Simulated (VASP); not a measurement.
# LiCl: single point with PBE

Crystal: LiCl.

```
CELL_PARAMETERS angstrom
0.00000 2.56476 2.50064
2.56476 0.00000 2.50064
2.56476 2.56476 0.00000
ATOMIC_POSITIONS crystal
Li 0.00000 0.00000 0.00000
Cl 0.50000 0.50000 0.50000
```

This cell differs from its parent crystal: strain +0.000 along x and y, -0.025 along z.

```json
{
 "Program": "VASP 6.6.1",
 "Task": "single point",
 "Functional": "PBE",
 "Potentials or basis": "VASP PAW PBE potentials, release 64 (Li_sv, Cl)",
 "Cutoff": "520 eV",
 "k mesh": "8 × 8 × 8",
 "Occupations": "gaussian, width 0.05 eV",
 "Spin": "no spin polarisation",
 "Dipole correction": "no",
 "Further INCAR settings": "ALGO = Normal; EDIFF = 1e-06; NBANDS = 12"
}
```

The band gap on the k mesh is 6.46 eV.

Levels at points of the mesh, in eV from the valence-band top:
```
           k point  band 3  band 4  band 5  band 6  band 7  band 8
(0.00, 0.00, 0.00)   -0.08    0.00    0.00    6.46   11.87   11.87
(0.50, 0.00, 0.00)   -2.94   -0.32   -0.26    6.76    9.38    9.60
(0.50, 0.50, 0.00)   -3.03   -1.23   -1.23    7.89    8.15   12.88
(0.50, 0.00, 0.50)   -3.03   -1.23   -1.06    7.94    8.27   12.51
```

Wall time 32 s on 1 thread of Intel(R) Xeon(R) Platinum 8259CL CPU @ 2.50GHz (Skylake/Cascade Lake), on a shared host, peak memory 0.15 GiB.

Caveat: the cell differs from its parent crystal (strain +0.000 along x and y, -0.025 along z). A k mesh can miss the band edges.
